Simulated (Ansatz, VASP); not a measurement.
# AlGa3N4: VASP beside Ansatz

```
Al Ga N
1.0
     4.31420   -0.19165   -0.19165
    -0.19165    4.31420   -0.19165
    -0.19165   -0.19165    4.31420
Al Ga N
1 3 4
Direct
  0.00000 0.00000 0.00000
  0.50000 0.50000 0.00000
  0.50000 0.00000 0.50000
  0.00000 0.50000 0.50000
  0.75481 0.75481 0.24519
  0.75481 0.24519 0.75481
  0.24519 0.75481 0.75481
  0.24519 0.24519 0.24519
```

Alike in both runs: task single point; functional LDA; k mesh 6 × 6 × 6; occupations gaussian, width 0.05 eV; no spin polarisation.

|  | VASP | Ansatz |
| --- | --- | --- |
| version | VASP 6.6.1 | Ansatz 0.2.0 |
| potentials or method | VASP PAW LDA potentials, release 64 (Al, Ga_d, N), cutoff 520 eV | scalar-relativistic, plane waves, PAW |
| valence electrons in the cell | 62 | 62 |

```csv
,VASP,Ansatz,Ansatz less VASP
gap on the k mesh at the Fermi level (eV),2.47,2.48,+0.001
least direct gap on the mesh (eV),2.47,2.48,+0.001
rms of the force components (eV/Å),2.084,2.042,-0.0424
```

Ansatz warns that its potentials were made for another functional, while VASP's fit it. LDA's correlation is that of Perdew and Zunger in VASP and of Perdew and Wang (1992) in Ansatz. Atom by atom the forces differ by 0.044 eV/Å (rms over components).
